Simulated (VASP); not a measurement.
# Ru (P-1) in VASP: single point with PBE

Aim: the single point of Ru with PBE.

All numbers are computed with VASP 6.6.1; they aren't measurements. Logs are shortened: lines on timing, memory, paths and dates and some standing lists are left out, and cuts for length are marked.

### Step 1. The cell of the first run

The typed cell holds 2 atoms: a = 2.720 Å, b = 2.720 Å, c = 4.297 Å, α = 90.00°, β = 90.00°, γ = 120.00°.

### Step 2. Single point, PBE (atom 1 (Ru) moved by (-0.225, -0.450) A along x and z)

The input, INCAR:

```
SYSTEM = Ru
PREC     = Accurate       ! precision mode
ENCUT    = 520            ! plane-wave cutoff, eV
EDIFF    = 1E-7           ! SCF threshold, eV
ISMEAR   = 0              ! smearing method
SIGMA    = 0.15           ! smearing width, eV
LREAL    = .False.        ! projectors in reciprocal space
LASPH    = .True.         ! aspherical terms in the spheres
NELM     = 100            ! most SCF steps
ALGO     = Fast           ! electronic algorithm
ISIF     = 2              ! what is computed and relaxed
LWAVE    = .False.        ! write WAVECAR
LCHARG   = .True.         ! write CHGCAR
GGA      = PE             ! functional
LVHAR    = .True.       
NBANDS   = 21             ! bands
KPAR     = 4
```

The input, KPOINTS:

```
Automatic mesh
0
Gamma
  24 24 14
  0 0 0
```

The input, POSCAR:

```
Ru
1.0
    2.7200250909      0.0000000000      0.0000000000
   -1.3600125454      2.3556108276      0.0000000000
    0.0000000000      0.0000000000      4.2967694965
Ru
2
Direct
    0.2506135082      0.6666666667      0.1452701558
    0.6666666667      0.3333333333      0.7500000000
```

Potentials or basis: VASP PAW PBE potentials, release 64 (Ru_pv).

Started as:

```bash
cat potpaw_PBE.64/Ru_pv/POTCAR > POTCAR
mpirun -np 4 vasp_std > vasp.out
```

OUTCAR:

```text
SYSTEM = Ru
   PREC = Accurate
   ENCUT = 520
   EDIFF = 1E-7
   ISMEAR = 0
   LREAL = .False.
   LASPH = .True.
   NELM = 100
   ISIF = 2
   GGA = PE

 ion  position               nearest neighbor table
   1  0.251  0.667  0.145-   2 2.19   2 2.32   2 2.45   2 2.94   2 3.04   2 3.14
   2  0.667  0.333  0.750-   1 2.19   1 2.32   1 2.45   1 2.94   1 3.04   1 3.14

  LATTYP: Found a hexagonal cell.
 ALAT       =     2.7200250909
 C/A-ratio  =     1.5796800959

  Lattice vectors:

 A1 = (   2.7200250909,   0.0000000000,   0.0000000000)
 A2 = (  -1.3600125454,   2.3556108276,   0.0000000000)
 A3 = (   0.0000000000,   0.0000000000,   4.2967694965)

Analysis of symmetry for initial positions (statically):
=====================================================================
 Subroutine PRICEL returns:
 Original cell was already a primitive cell.

 Routine SETGRP: Setting up the symmetry group for a
 hexagonal supercell.

 Subroutine GETGRP returns: Found  2 space group operations
 (whereof  1 operations were pure point group operations)
 out of a pool of 24 trial point group operations.

The static configuration has the point symmetry C_1 .
 The point group associated with its full space group is S_2 .

Analysis of symmetry for dynamics (positions and initial velocities):
=====================================================================
 Subroutine PRICEL returns:
 Original cell was already a primitive cell.

 Routine SETGRP: Setting up the symmetry group for a
 hexagonal supercell.

 Subroutine GETGRP returns: Found  2 space group operations
 (whereof  1 operations were pure point group operations)
 out of a pool of 24 trial point group operations.

The dynamic configuration has the point symmetry C_1 .
 The point group associated with its full space group is S_2 .

 Subroutine INISYM returns: Found  2 space group operations
 (whereof  1 operations are pure point group operations),
 and found     1 'primitive' translations

----------------------------------------------------------------------------------------

                                     Primitive cell

  volume of cell :      27.5308

  direct lattice vectors                    reciprocal lattice vectors
     2.720025091  0.000000000  0.000000000     0.367643667  0.212259170  0.000000000
    -1.360012545  2.355610828  0.000000000     0.000000000  0.424518341  0.000000000
     0.000000000  0.000000000  4.296769496     0.000000000  0.000000000  0.232732987

  length of vectors
     2.720025091  2.720025091  4.296769496     0.424518341  0.424518341  0.232732987

  position of ions in fractional coordinates (direct lattice)
     0.250613508  0.666666667  0.145270156
     0.666666667  0.333333333  0.750000000

  ion indices of the primitive-cell ions
   primitive index   ion index
                 1           1
                 2           2

----------------------------------------------------------------------------------------

 KPOINTS: Automatic mesh

Automatic generation of k-mesh.
 Grid dimensions read from file:
 generate k-points for:   24   24   14

 Generating k-lattice:

  Cartesian coordinates                     Fractional coordinates (reciprocal lattice)
     0.015318486  0.008844132  0.000000000     0.041666667 -0.000000000  0.000000000
     0.000000000  0.017688264  0.000000000     0.000000000  0.041666667  0.000000000
     0.000000000  0.000000000  0.016623785     0.000000000  0.000000000  0.071428571

  Length of vectors
     0.017688264  0.017688264  0.016623785

  Shift w.r.t. Gamma in fractional coordinates (k-lattice)
     0.000000000  0.000000000  0.000000000

 Subroutine IBZKPT returns following result:
 ===========================================

 Found   4036 irreducible k-points:

 Following reciprocal coordinates:
            Coordinates               Weight
  0.000000  0.000000  0.000000      1.000000
  0.041667  0.000000  0.000000      2.000000
  0.000000  0.041667  0.000000      2.000000
 -0.041667  0.041667  0.000000      2.000000
  0.083333  0.000000  0.000000      2.000000
  0.000000  0.083333  0.000000      2.000000
[... 16 lines left out ...]
  0.333333  0.000000  0.000000      2.000000
  0.000000  0.333333  0.000000      2.000000
 [... further k-points ...]
   k-points           NKPTS =   4036   k-points in BZ     NKDIM =   4036   number of bands    NBANDS=     21
   number of dos      NEDOS =    301   number of ions     NIONS =      2
   total plane-waves  NPLWV =  12800
   dimension x,y,z NGX =    20 NGY =   20 NGZ =   32
   dimension x,y,z NGXF=    40 NGYF=   40 NGZF=   64
   ions per type =               2
   NGX,Y,Z   is equivalent  to a cutoff of  12.22, 12.22, 12.38 a.u.
   NGXF,Y,Z  is equivalent  to a cutoff of  24.45, 24.45, 24.76 a.u.
 SYSTEM =  Ru
   PREC   = accura    normal or accurate (medium, high low for compatibility)
   ISTART =      0    job   : 0-new  1-cont  2-samecut
   ICHARG =      2    charge: 1-file 2-atom 10-const
   ISPIN  =      1    spin polarized calculation?
   LNONCOLLINEAR =      F non collinear calculations
   LSORBIT =      F    spin-orbit coupling
   LASPH  =      T    aspherical Exc in radial PAW
   ENCUT  =  520.0 eV  38.22 Ry    6.18 a.u.   5.06  5.06  7.99*2*pi/ulx,y,z
   NELM   =    100;   NELMIN=  2; NELMDL= -5     # of ELM steps
   EDIFF  = 0.1E-06   stopping-criterion for ELM
   LREAL  =      F    real-space projection
   EDIFFG = 0.1E-05   stopping-criterion for IOM
   NSW    =      0    number of steps for IOM
   IBRION =     -1    ionic relax: 0-MD 1-quasi-New 2-CG
   NFREE  =      0    steps in history (QN), initial steepest desc. (CG)
   ISIF   =      2    stress and relaxation
   ISYM   =      2    0-nonsym 1-usesym 2-fastsym
   POTIM  = 0.5000    time-step for ionic-motion
   TEBEG  =    0.0;   TEEND  =   0.0 temperature during run
   PSTRESS=    0.0 pullay stress
   NELECT =      28.0000    total number of electrons
   NUPDOWN=      -1.0000    fix difference up-down
   EMIN   =  10.00;   EMAX   =-10.00  energy-range for DOS
   EFERMI =   0.00;   METHOD = LEGACY
   ISMEAR =     0;   SIGMA  =   0.15  broadening in eV -4-tet -1-fermi 0-gaus
   EFERMI_NEDOS =   21; number of points for ismear=-14 and -15
   IALGO  =     68    algorithm
   IMIX   =      4    mixing-type and parameters
     AMIX     =   0.40;   BMIX     =  1.00
     AMIX_MAG =   1.60;   BMIX_MAG =  1.00
  volume/ion in A,a.u.               =      13.77        92.89
  Fermi-wavevector in a.u.,A,eV,Ry     =   1.646347  3.111144 36.878020  2.710458
  Thomas-Fermi vector in A             =   2.735990
   LORBIT       =      0    0 simple, 1 ext, 2 COOP (PROOUT), +10 PAW based schemes
   GGA     = PE    functional components
   LHFCALC =     F    Hartree Fock is set to
   AEXX    =    0.0000 exact exchange contribution
   IVDW    =     0    specifies the selected vdW correction
   LEPSILON=     F    determine dielectric tensor
   LRPA    =     F    only Hartree local field effects (RPA)
 non-spin polarized calculation
 RMM-DIIS sequential band-by-band and
 Gauss-broadening in eV      SIGMA  =   0.15
  energy-cutoff  :      520.00
  volume of cell :       27.53
 maximum number of plane-waves:       762
   NGX = 11   NGY = 11   NGZ = 15

 number of electron      28.0000006 magnetization

 Free energy of the ion-electron system (eV)
  ---------------------------------------------------
  ext. energy  EPLUGINS =         0.00000000
  ---------------------------------------------------
  free energy    TOTEN  =       -16.69146010 eV

  energy without entropy =      -16.66649162  energy(sigma->0) =      -16.67897586

 E-fermi :  12.8962     XC(G=0): -13.8904

 val. band max:       12.8959153190   @ k =   0.5000   0.0417  -0.4286
 cond. band min:      12.8969421359   @ k =  -0.0417  -0.1250  -0.2143
 fundamental gap:      0.0010268170
 Fermi energy:        12.8962452055

 k-point     1 :       0.0000    0.0000    0.0000
  band No.  band energies     occupation
      1     -31.5270      2.00000
      2     -30.4340      2.00000
      3     -30.1138      2.00000
      4     -29.9651      2.00000
      5     -29.8036      2.00000
      6     -29.6203      2.00000
[... 13 lines left out ...]
     20      23.1969      0.00000
     21      23.1987      0.00000

 k-point     2 :       0.0417    0.0000    0.0000
  band No.  band energies     occupation
      1     -31.5240      2.00000
      2     -30.4522      2.00000
      3     -30.1259      2.00000
      4     -29.9615      2.00000
      5     -29.8097      2.00000
      6     -29.6192      2.00000
[... 13 lines left out ...]
     20      23.1969      0.00000
     21      23.1988      0.00000

 k-point     3 :       0.0000    0.0417    0.0000
  band No.  band energies     occupation
      1     -31.5238      2.00000
      2     -30.4488      2.00000
      3     -30.1254      2.00000
      4     -29.9695      2.00000
      5     -29.8058      2.00000
      6     -29.6190      2.00000
[... 13 lines left out ...]
     20      23.1969      0.00000
     21      23.1988      0.00000

 k-point     4 :      -0.0417    0.0417    0.0000
  band No.  band energies     occupation
      1     -31.5241      2.00000
      2     -30.4385      2.00000
      3     -30.1393      2.00000
      4     -29.9669      2.00000
      5     -29.8035      2.00000
      6     -29.6196      2.00000
[... 13 lines left out ...]
     20      23.1969      0.00000
     21      23.1988      0.00000

 k-point     5 :       0.0833    0.0000    0.0000
  band No.  band energies     occupation
      1     -31.5156      2.00000
      2     -30.5033      2.00000
      3     -30.1572      2.00000
      4     -29.9555      2.00000
      5     -29.8284      2.00000
      6     -29.6161      2.00000
[... 13 lines left out ...]
     20      23.1969      0.00000
     21      23.1990      0.00000
[... 382 lines left out ...]
     20      23.1981      0.00000
     21      25.2244      0.00000

 k-point    22 :      -0.2917    0.2917    0.0000
  band No.  band energies     occupation
      1     -31.4444      2.00000
      2     -30.7980      2.00000
      3     -30.5530      2.00000
      4     -30.1705      2.00000
      5     -29.8643      2.00000
      6     -29.6515      2.00000
[... 13 lines left out ...]
     20      23.1975      0.00000
     21      25.5071      0.00000

 k-point    23 :       0.3333    0.0000    0.0000
  band No.  band energies     occupation
      1     -31.5176      2.00000
      2     -31.0159      2.00000
      3     -30.4348      2.00000
      4     -30.1080      2.00000
      5     -29.9003      2.00000
      6     -29.7127      2.00000
[... 13 lines left out ...]
     20      23.1962      0.00000
     21      23.4957      0.00000

 k-point    24 :       0.0000    0.3333    0.0000
  band No.  band energies     occupation
      1     -31.4430      2.00000
      2     -31.0679      2.00000
      3     -30.4116      2.00000
      4     -30.1543      2.00000
      5     -29.9367      2.00000
      6     -29.6678      2.00000
[... 13 lines left out ...]
     20      23.1974      0.00000
     21      23.9800      0.00000

 [... further k-points ...]
[... 5 lines left out ...]
  --------------------------------------------------------------------------------------
  -------------------------------------------------------------------------------------
  Total        4.7496200      4.4996886     12.3018420      2.3239174      0.4055129      3.0785928
  in kB      276.4082109    261.8632393    715.9162491    135.2423689     23.5991726    179.1613498
  external PRESSURE =     418.0625664 kB  Pullay stress =       0.0000000 kB

 VOLUME and BASIS-vectors are now :
 -----------------------------------------------------------------------------
  energy-cutoff  :      520.00
  volume of cell :       27.53
      direct lattice vectors                 reciprocal lattice vectors
     2.720025091  0.000000000  0.000000000     0.367643667  0.212259170  0.000000000
    -1.360012545  2.355610828  0.000000000     0.000000000  0.424518341  0.000000000
     0.000000000  0.000000000  4.296769496     0.000000000  0.000000000  0.232732987

 POSITION                                       TOTAL-FORCE (eV/Angst)
 -----------------------------------------------------------------------------------
     -0.22500      1.57041      0.62419         2.135435      0.119974      8.770302
      1.36001      0.78520      3.22258        -2.135435     -0.119974     -8.770302
 -----------------------------------------------------------------------------------
    total drift:                               -0.000016      0.000019     -0.000057

  FREE ENERGIE OF THE ION-ELECTRON SYSTEM (eV)
  ---------------------------------------------------
  free  energy   TOTEN  =       -16.6914600960 eV

  energy  without entropy=      -16.6664916239  energy(sigma->0) =      -16.67897586
```

Run time: 16 min. Hardware: 4 MPI ranks of Oxide Virtual Turin-like, shared host; peak memory 1.6 GiB.

What came out:

```yaml
Free_energy: -16.6915 eV
Pressure: 41.8 GPa
Largest_force: 9.027 eV/Å
Band_gap_on_the_k_mesh: zero (bands 14 and 15 overlap by 2.12 eV)
```

Forces in eV/Å, atoms in the order of the input:
```
Ru   2.135  0.120  8.770
Ru  -2.135 -0.120 -8.770
```

Levels at points of the mesh, in eV from the Fermi level:
```csv
k point,band 11,band 12,band 13,band 14,band 15,band 16,band 17,band 18
"(0.00, 0.00, 0.00)",-3.74,-3.53,-2.14,-1.03,-0.16,0.80,2.34,2.47
"(0.50, 0.00, 0.00)",-2.51,-2.26,-1.56,0.39,1.37,2.08,4.51,5.15
"(0.00, 0.50, 0.00)",-2.11,-1.97,-1.26,0.80,0.99,2.08,3.72,6.04
"(0.50, 0.50, 0.00)",-1.65,-1.48,-0.79,0.81,1.16,2.50,3.04,6.73
"(0.00, 0.00, 0.50)",-3.92,-3.87,-3.57,-0.68,-0.36,0.46,1.17,1.83
"(0.50, 0.00, 0.50)",-2.64,0.08,0.26,0.47,0.83,1.81,1.92,3.43
"(0.00, 0.50, 0.50)",-2.19,-0.07,0.06,0.42,0.85,1.77,2.11,4.43
"(0.50, 0.50, 0.50)",-2.94,-0.36,-0.20,0.25,1.22,1.73,2.46,5.42
```

Caveat: the cell differs from its parent crystal (atom 1 (Ru) moved by (-0.225, -0.450) A along x and z); the stress differs along the axes, from 26 to 72 GPa; forces of over 1 eV/Å act on the atoms, so gaps and moduli don't describe the material at rest.
